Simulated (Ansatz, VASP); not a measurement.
## SiN: VASP beside Ansatz

```xyz
4
Lattice="2.5738 0.0000 0.0000 -1.2869 2.2290 0.0000 0.0000 0.0000 4.4363" Properties=species:S:1:pos:R:3 pbc="T T T"
Si    1.2869    0.7430    3.3272
Si    0.0000    1.4860    1.1091
N     0.0000    0.0000    0.0000
N     0.0000    0.0000    2.2182
```

Alike in both runs: task relaxation of cell and atoms; functional PBEsol; k mesh 12 × 12 × 4; occupations gaussian, width 0.1 eV; no spin polarisation.

|  | VASP | Ansatz |
| --- | --- | --- |
| version | VASP 6.6.1 | Ansatz 0.2.0 |
| potentials or method | VASP PAW PBE potentials, release 64 (Si, N), cutoff 600 eV | scalar-relativistic, plane waves, PAW |
| valence electrons in the cell | 18 | 18 |

Ansatz gave:

```
gap on the k mesh at the Fermi level, each at its own relaxed structure (eV) : none
relaxed volume (Å³/atom)                                                     : 8.43
relaxed cell length with the largest relative difference (Å)                 : 5.283
```

Estimate VASP's values.

gap on the k mesh at the Fermi level, each at its own relaxed structure (eV): none; relaxed volume (Å³/atom): 8.42; relaxed cell length with the largest relative difference (Å): 5.279.

VASP's potentials were made for PBE, not for PBEsol. A gap of «none» marks a metal or a gap that the smearing closes.

Noted on VASP's run: the volume moved by over 15 % at a fixed basis, so the end points are rough.
